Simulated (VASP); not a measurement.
Wanted: the native input for a VASP 6.6.1 run.

* Task: single point
* Functional: LDA
* Potentials or basis: VASP PAW LDA potentials, release 64 (Ir)
* Cutoff: 520 eV
* k mesh: 11 × 11 × 6
* Occupations: fermi-dirac, width 0.05 eV
* Spin: no spin polarisation
* Dipole correction: no
* Further INCAR settings: ALGO = Normal; EDIFF = 1e-06; NBANDS = 16

The structure of Ir lies in POSCAR:

```
Ir
1.0
    2.7695994713      0.0000000000      0.0000000000
   -1.3847997356      2.3985435004      0.0000000000
    0.0000000000      0.0000000000      4.4918424506
Ir
2
Direct
    0.3333333333      0.6666666667      0.2500000000
    0.6666666667      0.3333333333      0.7500000000
```

One way to write it, as run:

INCAR

```
PREC = Accurate
ENCUT = 520
EDIFF = 1E-6
ISMEAR = -1
SIGMA = 0.05
LREAL = False
LASPH = True
NELM = 60
ALGO = Normal
ISIF = 2
LWAVE = False
LCHARG = False
GGA = CA
NBANDS = 16
```

KPOINTS

```
Automatic mesh
0
Gamma
  11 11 6
```

Potentials or basis: VASP PAW LDA potentials, release 64 (Ir).

Run with:

```console
$ cat potpaw_LDA.64/Ir/POTCAR > POTCAR
$ mpirun -np 1 vasp_std > vasp.out
```

Results of the run:

* Pressure: -21.7 GPa
* Band gap on the k mesh: zero (band 9 reaches 10.38 eV, above the bottom of band 10 at 7.41 eV)

Caveat: spin-orbit coupling is left out, which moves the levels of the heavy elements.

Wall time 11 s on 1 thread of Intel(R) Xeon(R) 6975P-C (Granite Rapids), on a shared host, peak memory 0.15 GiB.
